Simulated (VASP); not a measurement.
# PbS (Fm-3m) in VASP: a series of runs

Runs on PbS. Level: LDA. Tasks: vibrations by perturbation theory, elastic constants.

All numbers are computed with VASP 6.6.1; they aren't measurements. Logs are shortened: lines on timing, memory, paths and dates and some standing lists are left out, and cuts for length are marked.

### 1 The cell of the first run

It takes space group Fm-3m (No. 225, cubic). The conventional cell has a = 5.846 Å, b = 5.846 Å, c = 5.846 Å, α = 90.00°, β = 90.00°, γ = 90.00°. Within 3.8 Å of Pb (site symmetry m-3m) lie 6 S at 2.92 Å. Within 3.8 Å of S (site symmetry m-3m) lie 6 Pb at 2.92 Å.

### 2 Vibrations by perturbation theory, LDA

File INCAR:

```
ALGO = Normal
EDIFF = 1E-8
ENCUT = 520
IBRION = 8
ISIF = 2
ISMEAR = 0
LASPH = T
LCHARG = T
LREAL = F
LWAVE = F
NBANDS = 17
NELM = 80
NSW = 1
PREC = Accurate
SIGMA = 0.01
```

File KPOINTS:

```
k-points
0
Gamma
  10 10 10
```

File POSCAR:

```
PbS
1.0
    0.0000000000      2.9230646796      2.9230646796
    2.9230646796      0.0000000000      2.9230646796
    2.9230646796      2.9230646796      0.0000000000
Pb S
1 1
Direct
    0.0000000000      0.0000000000      0.0000000000
    0.5000000000      0.5000000000      0.5000000000
```

Potentials or basis: VASP PAW LDA potentials, release 64 (Pb_d, S).

Started as:

```bash
> cat potpaw_LDA.64/Pb_d/POTCAR potpaw_LDA.64/S/POTCAR > POTCAR
> mpirun -np 1 vasp_std > vasp.out
```

OUTCAR:

```text
EDIFF = 1E-8
   ENCUT = 520
   IBRION = 8
   ISIF = 2
   ISMEAR = 0
   LASPH = T
   LREAL = F
   NELM = 80
   NSW = 1
   PREC = Accurate

 ion  position               nearest neighbor table
   1  0.000  0.000  0.000-   2 2.92   2 2.92   2 2.92   2 2.92   2 2.92   2 2.92
   2  0.500  0.500  0.500-   1 2.92   1 2.92   1 2.92   1 2.92   1 2.92   1 2.92

  LATTYP: Found a face centered cubic cell.
 ALAT       =     5.8461293592

  Lattice vectors:

 A1 = (   0.0000000000,   2.9230646796,   2.9230646796)
 A2 = (   2.9230646796,   0.0000000000,   2.9230646796)
 A3 = (   2.9230646796,   2.9230646796,   0.0000000000)

Analysis of symmetry for initial positions (statically):
=====================================================================
 Subroutine PRICEL returns:
 Original cell was already a primitive cell.

 Routine SETGRP: Setting up the symmetry group for a
 face centered cubic supercell.

 Subroutine GETGRP returns: Found 48 space group operations
 (whereof 48 operations were pure point group operations)
 out of a pool of 48 trial point group operations.

The static configuration has the point symmetry O_h .

Analysis of symmetry for dynamics (positions and initial velocities):
=====================================================================
 Subroutine PRICEL returns:
 Original cell was already a primitive cell.

 Routine SETGRP: Setting up the symmetry group for a
 face centered cubic supercell.

 Subroutine GETGRP returns: Found 48 space group operations
 (whereof 48 operations were pure point group operations)
 out of a pool of 48 trial point group operations.

The dynamic configuration has the point symmetry O_h .

 Subroutine INISYM returns: Found 48 space group operations
 (whereof 48 operations are pure point group operations),
 and found     1 'primitive' translations

----------------------------------------------------------------------------------------

                                     Primitive cell

  volume of cell :      49.9511

  direct lattice vectors                    reciprocal lattice vectors
     0.000000000  2.923064680  2.923064680    -0.171053348  0.171053348  0.171053348
     2.923064680  0.000000000  2.923064680     0.171053348 -0.171053348  0.171053348
     2.923064680  2.923064680  0.000000000     0.171053348  0.171053348 -0.171053348

  length of vectors
     4.133837714  4.133837714  4.133837714     0.296273090  0.296273090  0.296273090

  position of ions in fractional coordinates (direct lattice)
     0.000000000  0.000000000  0.000000000
     0.500000000  0.500000000  0.500000000

  ion indices of the primitive-cell ions
   primitive index   ion index
                 1           1
                 2           2

----------------------------------------------------------------------------------------

 KPOINTS: k-points

Automatic generation of k-mesh.
 Grid dimensions read from file:
 generate k-points for:   10   10   10

 Generating k-lattice:

  Cartesian coordinates                     Fractional coordinates (reciprocal lattice)
    -0.017105335  0.017105335  0.017105335     0.100000000  0.000000000  0.000000000
     0.017105335 -0.017105335  0.017105335     0.000000000  0.100000000  0.000000000
     0.017105335  0.017105335 -0.017105335     0.000000000  0.000000000  0.100000000

  Length of vectors
     0.029627309  0.029627309  0.029627309

  Shift w.r.t. Gamma in fractional coordinates (k-lattice)
     0.000000000  0.000000000  0.000000000

 Subroutine IBZKPT returns following result:
 ===========================================

 Found     47 irreducible k-points:

 Following reciprocal coordinates:
            Coordinates               Weight
  0.000000  0.000000  0.000000      1.000000
  0.100000  0.000000  0.000000      8.000000
  0.200000  0.000000  0.000000      8.000000
  0.300000  0.000000  0.000000      8.000000
  0.400000  0.000000  0.000000      8.000000
  0.500000  0.000000  0.000000      4.000000
[... 16 lines left out ...]
  0.300000  0.300000  0.000000      6.000000
  0.400000  0.300000  0.000000     24.000000
 [... further k-points ...]
   k-points           NKPTS =     47   k-points in BZ     NKDIM =     47   number of bands    NBANDS=     17
   number of dos      NEDOS =    301   number of ions     NIONS =      2
   total plane-waves  NPLWV =  32768
   dimension x,y,z NGX =    32 NGY =   32 NGZ =   32
   dimension x,y,z NGXF=    64 NGYF=   64 NGZF=   64
   ions per type =               1   1
   NGX,Y,Z   is equivalent  to a cutoff of  12.87, 12.87, 12.87 a.u.
   NGXF,Y,Z  is equivalent  to a cutoff of  25.74, 25.74, 25.74 a.u.
 SYSTEM =  unknown system
   PREC   = accura    normal or accurate (medium, high low for compatibility)
   ISTART =      0    job   : 0-new  1-cont  2-samecut
   ICHARG =      2    charge: 1-file 2-atom 10-const
   ISPIN  =      1    spin polarized calculation?
   LNONCOLLINEAR =      F non collinear calculations
   LSORBIT =      F    spin-orbit coupling
   LASPH  =      T    aspherical Exc in radial PAW
   ENCUT  =  520.0 eV  38.22 Ry    6.18 a.u.   7.69  7.69  7.69*2*pi/ulx,y,z
   NELM   =     80;   NELMIN=  2; NELMDL= -5     # of ELM steps
   EDIFF  = 0.1E-07   stopping-criterion for ELM
   LREAL  =      F    real-space projection
   EDIFFG = 0.1E-06   stopping-criterion for IOM
   NSW    =      1    number of steps for IOM
   IBRION =      8    ionic relax: 0-MD 1-quasi-New 2-CG
   NFREE  =      0    steps in history (QN), initial steepest desc. (CG)
   ISIF   =      2    stress and relaxation
   ISYM   =      2    0-nonsym 1-usesym 2-fastsym
   POTIM  = 0.5000    time-step for ionic-motion
   TEBEG  =    0.0;   TEEND  =   0.0 temperature during run
   PSTRESS=    0.0 pullay stress
   NELECT =      20.0000    total number of electrons
   NUPDOWN=      -1.0000    fix difference up-down
   EMIN   =  10.00;   EMAX   =-10.00  energy-range for DOS
   EFERMI =   0.00;   METHOD = LEGACY
   ISMEAR =     0;   SIGMA  =   0.01  broadening in eV -4-tet -1-fermi 0-gaus
   EFERMI_NEDOS =   21; number of points for ismear=-14 and -15
   IALGO  =     38    algorithm
   IMIX   =      4    mixing-type and parameters
     AMIX     =   0.40;   BMIX     =  1.00
     AMIX_MAG =   1.60;   BMIX_MAG =  1.00
  volume/ion in A,a.u.               =      24.98       168.54
  Fermi-wavevector in a.u.,A,eV,Ry     =   1.206618  2.280177 19.809084  1.455927
  Thomas-Fermi vector in A             =   2.342280
   LORBIT       =      0    0 simple, 1 ext, 2 COOP (PROOUT), +10 PAW based schemes
   GGA     = CA    functional components
   LHFCALC =     F    Hartree Fock is set to
   AEXX    =    0.0000 exact exchange contribution
   IVDW    =     0    specifies the selected vdW correction
   LEPSILON=     F    determine dielectric tensor
   LRPA    =     F    only Hartree local field effects (RPA)
 non-spin polarized calculation
 Gauss-broadening in eV      SIGMA  =   0.01
  energy-cutoff  :      520.00
  volume of cell :       49.95
 maximum number of plane-waves:      1363
   NGX = 15   NGY = 15   NGZ = 15

--------------------------------------- Ionic step        1  -------------------------------------------

 number of electron      19.9999997 magnetization

 Free energy of the ion-electron system (eV)
  ---------------------------------------------------
  ext. energy  EPLUGINS =         0.00000000
  ---------------------------------------------------
  free energy    TOTEN  =        -9.99824537 eV

  energy without entropy =       -9.99824436  energy(sigma->0) =       -9.99824486

 E-fermi :   6.2626     XC(G=0): -10.2287

 val. band max:        6.2431508451   @ k =   0.5000   0.0000   0.0000
 cond. band min:       6.2821246323   @ k =   0.5000   0.0000   0.0000
 fundamental gap:      0.0389737872
 Fermi energy:         6.2626377427

 k-point     1 :       0.0000    0.0000    0.0000
  band No.  band energies     occupation
      1     -10.6716      2.00000
      2     -10.6716      2.00000
      3     -10.6716      2.00000
      4     -10.6639      2.00000
      5     -10.6639      2.00000
      6      -7.7888      2.00000
[... 457 lines left out ...]
      4     -10.6161      2.00000
      5     -10.6114      2.00000
      6      -6.3733      2.00000
[... 9 lines left out ...]
     16      17.2424      0.00000
     17      17.8289      0.00000

 [... further k-points ...]

------------------------ aborting loop because EDIFF is reached ----------------------------------------

  FORCE on cell =-STRESS in cart. coord.  units (eV):
  Direction    XX          YY          ZZ          XY          YZ          ZX
  --------------------------------------------------------------------------------------
  -------------------------------------------------------------------------------------
  Total        0.0209184      0.0209184      0.0209184      0.0000000      0.0000000      0.0000000
  in kB        0.6709568      0.6709568      0.6709568      0.0000000      0.0000000      0.0000000
  external PRESSURE =       0.6709568 kB  Pullay stress =       0.0000000 kB

 VOLUME and BASIS-vectors are now :
 -----------------------------------------------------------------------------
  energy-cutoff  :      520.00
  volume of cell :       49.95
      direct lattice vectors                 reciprocal lattice vectors
     0.000000000  2.923064680  2.923064680    -0.171053348  0.171053348  0.171053348
     2.923064680  0.000000000  2.923064680     0.171053348 -0.171053348  0.171053348
     2.923064680  2.923064680  0.000000000     0.171053348  0.171053348 -0.171053348

 POSITION                                       TOTAL-FORCE (eV/Angst)
 -----------------------------------------------------------------------------------
      0.00000      0.00000      0.00000         0.000000      0.000000      0.000000
      2.92306      2.92306      2.92306        -0.000000     -0.000000     -0.000000
 -----------------------------------------------------------------------------------
    total drift:                                0.000000     -0.000000     -0.000000

  FREE ENERGIE OF THE ION-ELECTRON SYSTEM (eV)
  ---------------------------------------------------
  free  energy   TOTEN  =        -9.9982453710 eV

  energy  without entropy=       -9.9982443586  energy(sigma->0) =       -9.99824486

[... ionic steps 2 to 3 ...]

--------------------------------------- Ionic step        4  -------------------------------------------

------------------------ aborting loop because EDIFF is reached ----------------------------------------

[... ionic steps 5 to 6 ...]

--------------------------------------- Ionic step        7  -------------------------------------------

 Free energy of the ion-electron system (eV)
  ---------------------------------------------------
  ---------------------------------------------------
  free energy    TOTEN  =        -0.10670292 eV

  energy without entropy =       -0.10670292

------------------------ aborting loop because EDIFF is reached ----------------------------------------

 INTERNAL STRAIN TENSOR  FOR ION    2  DIRECTION 1   (eV/Angst):
 -----------------------------------------------------------------------------
    -0.01052 -0.00000 -0.00000
    -0.00000  0.00750  0.00000
     0.00000  0.00000  0.00750

 INTERNAL STRAIN TENSOR FOR ION    2 for displacements in x,y,z  (eV/Angst):
          X           Y           Z          XY          YZ          ZX
  --------------------------------------------------------------------------------
  x     0.00000     0.00000     0.00000     0.00000     0.00000     0.00000
  y     0.00000     0.00000     0.00000     0.00000     0.00000     0.00000
  z     0.00000     0.00000     0.00000     0.00000     0.00000     0.00000

 SECOND DERIVATIVES (NOT SYMMETRIZED)
 ------------------------------------
               1X          1Y          1Z          2X          2Y          2Z
  1X    -0.024789    0.000000    0.000000    0.024789    0.000000    0.000000
  1Y     0.000000   -0.024789    0.000000    0.000000    0.024789    0.000000
  1Z     0.000000    0.000000   -0.024789    0.000000    0.000000    0.024789
  2X     0.027312    0.000000    0.000000   -0.027312    0.000000    0.000000
  2Y     0.000000    0.027312    0.000000    0.000000   -0.027312    0.000000
  2Z     0.000000    0.000000    0.027312    0.000000    0.000000   -0.027312

 Eigenvectors and eigenvalues of the dynamical matrix
 ----------------------------------------------------

   1 f  =    0.487308 THz     3.061847 2PiTHz   16.254848 cm-1     2.015343 meV
             X         Y         Z           dx          dy          dz
      0.000000  0.000000  0.000000     0.102327   -0.335975    0.000000
      2.923065  2.923065  2.923065    -0.272793    0.895675    0.000000
[... 21 lines left out ...]
   6 f/i=    0.007765 THz     0.048788 2PiTHz    0.259008 cm-1     0.032113 meV
             X         Y         Z           dx          dy          dz
      0.000000  0.000000  0.000000     0.702317    0.610022    0.106184
      2.923065  2.923065  2.923065     0.263445    0.228824    0.039830

--------------------------------------------------------------------------------------------------------

 ELASTIC MODULI CONTR FROM IONIC RELAXATION (kBar)
 Direction    XX          YY          ZZ          XY          YZ          ZX
 --------------------------------------------------------------------------------
 XX           0.0000      0.0000      0.0000      0.0000      0.0000      0.0000
 YY           0.0000      0.0000      0.0000      0.0000      0.0000      0.0000
 ZZ           0.0000      0.0000      0.0000      0.0000      0.0000      0.0000
 XY           0.0000      0.0000      0.0000      0.0000      0.0000      0.0000
 YZ           0.0000      0.0000      0.0000      0.0000      0.0000      0.0000
 ZX           0.0000      0.0000      0.0000      0.0000      0.0000      0.0000
 --------------------------------------------------------------------------------
```

Run time: 1.8 min. Hardware: 1 thread of Intel Xeon 6975P-C (Granite Rapids), shared host; peak memory 0.35 GiB.

Results:

| Property | Result |
| --- | --- |
| Highest phonon frequency at Γ, LO-TO splitting left out | 16 cm⁻¹ |

Phonon frequencies in cm⁻¹ (negative: imaginary):
| q point | frequencies |
| --- | --- |
| (0.000, 0.000, 0.000) | 0 0 0 16 16 16 |

Caveat: spin-orbit coupling is left out, which moves the levels of the heavy elements.

[end of part 1 of 2]
